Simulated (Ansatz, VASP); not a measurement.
**One calculation of SrTiO3, two programs**

```
Sr Ti O
1.0
     3.94711    0.00000    0.00000
     0.00000    3.94711    0.00000
     0.00000    0.00000    3.94711
Sr Ti O
1 1 3
Direct
  0.50000 0.50000 0.50000
  0.00000 0.00000 0.00000
  0.50000 0.00000 0.00000
  0.00000 0.50000 0.00000
  0.00000 0.00000 0.50000
```

Alike in both runs: functional PBE; k mesh 8 × 8 × 8; occupations gaussian, width 0.02 eV; no spin polarisation; Hubbard terms Ti d U = 4.0 eV.

Ansatz relaxed the structure, and its values are those at the end. VASP's run is a single point on that final structure, the one shown.

|  | VASP | Ansatz |
| --- | --- | --- |
| version | VASP 6.6.1 | Ansatz 0.2.0 |
| potentials or method | VASP PAW PBE potentials, release 64 (Sr_sv, Ti_sv, O_h), cutoff 1340 eV | scalar-relativistic, plane waves, PAW |
| valence electrons in the cell | 40 | 40 |

VASP gave:

| Item | Value |
| --- | --- |
| gap on the k mesh at the Fermi level (eV) | 2.31 |
| least direct gap on the mesh (eV) | 2.74 |
| pressure (GPa) | 2.5 |

Problem. Which values does Ansatz return?

Solution. gap on the k mesh at the Fermi level (eV): 2.30; least direct gap on the mesh (eV): 2.72; pressure (GPa): 0.0.

The programs project onto different local orbitals, so the same U acts differently, and such runs can settle in different states.
